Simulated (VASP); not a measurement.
Wanted: the native input for a VASP 6.6.1 run.

```yaml
Task: single point
Functional: PBE
Potentials_or_basis: VASP PAW PBE potentials, release 64 (Na_pv, H)
Cutoff: 500 eV
k_mesh: 6 × 6 × 4
Occupations: gaussian, width 0.01 eV
Spin: no spin polarisation
Dipole_correction: no
Further_INCAR_settings: ALGO = Normal; EDIFF = 1e-06; NBANDS = 16
```

The structure of NaH lies in POSCAR:

```
NaH
1.0
    3.8862638226      0.0000000000      0.0000000000
   -1.9431319113      3.3656031962      0.0000000000
    0.0000000000      0.0000000000      4.7464410395
Na H
2 2
Direct
    0.3333333333      0.6666666667     -0.0624996837
    0.6666666667      0.3333333333      0.4375003163
    0.3333333333      0.6666666667      0.4374996837
    0.6666666667      0.3333333333      0.9374996837
```

These files were run (other wordings do the same):

INCAR

```
  ALGO = Normal
  EDIFF = 1E-6
  ENCUT = 500
  GGA = PE
  GGA_COMPAT = F
  ISIF = 2
  ISMEAR = 0
  LASPH = T
  LCHARG = F
  LREAL = F
  LWAVE = F
  NBANDS = 16
  NELM = 120
  PREC = Accurate
  SIGMA = 0.01
```

KPOINTS

```
k-points
0
Gamma
  6 6 4
```

Potentials or basis: VASP PAW PBE potentials, release 64 (Na_pv, H).

Run with:

```console
$ cat potpaw_PBE.64/Na_pv/POTCAR potpaw_PBE.64/H/POTCAR > POTCAR
$ mpirun -np 1 vasp_std > vasp.out
```

Results of the run:

```yaml
Pressure: 1.5 GPa
Band_gap_on_the_k_mesh: 3.34 eV (least direct gap 4.28 eV)
```

It took 12 s on 1 thread of AMD EPYC 7R13 Processor (Zen 3), with other jobs on the host, peak memory 0.13 GiB.
